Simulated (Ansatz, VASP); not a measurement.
**One calculation of AlAs5, two programs**

```xyz
6
Lattice="5.3638 0.0000 0.0000 -2.6819 4.6452 0.0000 0.0000 0.0000 5.1392" Properties=species:S:1:pos:R:3 pbc="T T T"
Al    0.0000    0.0000    0.0000
As    0.0000    3.0968    0.0000
As    2.6819    1.5484    0.0000
As    2.6819    0.0000    2.5696
As    1.3409    2.3226    2.5696
As   -1.3409    2.3226    2.5696
```

Alike in both runs: task single point; functional PBE; k mesh 12 × 12 × 8; occupations gaussian, width 0.1 eV; no spin polarisation.

|  | VASP | Ansatz |
| --- | --- | --- |
| version | VASP 6.6.1 | Ansatz 0.2.0 |
| potentials or method | VASP PAW PBE potentials, release 64 (Al, As), cutoff 520 eV | scalar-relativistic, plane waves, PAW |
| valence electrons in the cell | 28 | 78 |

|  | VASP | Ansatz | Ansatz less VASP |
| --- | --- | --- | --- |
| gap on the k mesh at the Fermi level (eV) | none | none | - |
| pressure (GPa) | 0.1 | 0.0 | -0.10 |

A gap of «none» marks a metal or a gap that the smearing closes. VASP's potentials hold 28 valence electrons a cell and Ansatz's 78, so a difference there can come from the potentials and not from the codes.
